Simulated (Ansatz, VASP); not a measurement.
# CaF2 in VASP and in Ansatz

```xyz
3
Lattice="0.0000 2.7102 2.7102 2.7102 0.0000 2.7102 2.7102 2.7102 0.0000" Properties=species:S:1:pos:R:3 pbc="T T T"
Ca    0.0000    0.0000    0.0000
F     1.3551    1.3551    1.3551
F     4.0653    4.0653    4.0653
```

Alike in both runs: task single point; functional PBEsol; k mesh 4 × 4 × 4; occupations gaussian, width 0.02 eV; no spin polarisation.

|  | VASP | Ansatz |
| --- | --- | --- |
| version | VASP 6.6.1 | Ansatz 0.2.0 |
| potentials or method | VASP PAW PBE potentials, release 64 (Ca_sv, F), cutoff 600 eV | scalar-relativistic, plane waves, PAW |
| valence electrons in the cell | 24 | 24 |

Ansatz gave:

| Item | Value |
| --- | --- |
| gap on the k mesh at the Fermi level (eV) | 7.25 |
| least direct gap on the mesh (eV) | 7.51 |
| pressure (GPa) | 0.0 |

Task: What did VASP give for the same quantities?

Result: gap on the k mesh at the Fermi level (eV): 7.23; least direct gap on the mesh (eV): 7.49; pressure (GPa): 0.3.

VASP's potentials were made for PBE, not for PBEsol, and Ansatz warns of the same on its side.

The k mesh is coarse, so the values compare programs but aren't converged.
